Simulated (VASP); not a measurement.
Here is a VASP 6.6.1 calculation.

INCAR

```
SYSTEM = AlFe
PREC     = Accurate       ! precision mode
ENCUT    = 520            ! plane-wave cutoff, eV
EDIFF    = 1E-6           ! SCF threshold, eV
ISMEAR   = -1             ! smearing method
SIGMA    = 0.1            ! smearing width, eV
LREAL    = .FALSE.        ! projectors in reciprocal space
LASPH    = .TRUE.         ! aspherical terms in the spheres
NELM     = 150            ! most SCF steps
ALGO     = Normal         ! electronic algorithm
ISIF     = 2              ! what is computed and relaxed
LWAVE    = .FALSE.        ! write WAVECAR
LCHARG   = .FALSE.        ! write CHGCAR
ISPIN    = 2              ! spin polarisation
MAGMOM   = 4 -4 -4 4 0 0 0 0 ! initial moments
LORBIT   = 11             ! projections on sites
LMAXMIX  = 4              ! l up to which the mixer works
GGA      = PE             ! functional
NBANDS   = 36             ! bands
```

File KPOINTS:

```
Automatic mesh
0
G
  1 1 1
  0 0 0
```

POSCAR

```
AlFe
1.0
    6.1951993290      0.0000000000      0.0000000000
    0.0000000000      6.1951993290      0.0000000000
    0.0000000000      0.0000000000      3.0975996640
Fe Al
4 4
Direct
    0.0054509800     -0.0034117650      0.0241960780
   -0.0087450980      0.5067843140      0.0289019610
    0.5092156860      0.0045882350      0.0275686270
    0.4958823530      0.4955686270      0.0131372550
    0.2541960780      0.2529411760      0.5278823530
    0.2549019610      0.7532549020      0.5187058820
    0.7456470590      0.2463529410      0.5292941180
    0.7403921570      0.7504313730      0.5258431370
```

Potentials or basis: VASP PAW PBE potentials, release 64 (Fe, Al).

Run with:

```bash
$ cat potpaw_PBE.64/Fe/POTCAR potpaw_PBE.64/Al/POTCAR > POTCAR
$ mpirun -np 1 vasp_gam > vasp.out
```

Problem. What does it give for the site moments?

Solution. Fe +2.61, -2.63, -2.02, +2.42; Al -0.00, +0.00 μB.

Problem. Estimate the pressure.

Solution. -15.5 GPa.

Problem. Predict the largest force.

Solution. 0.414 eV/Å.

Problem. What does it give for the band gap on the k mesh?

Solution. 0.15 eV.

Stress tensor (GPa, compression positive):
```
 15.95  -0.05  -0.01
 -0.05  16.34   0.02
 -0.01   0.02 -78.72
```

Caveat: the k points lie up to 2.03 Å⁻¹ apart. A k mesh can miss the band edges.
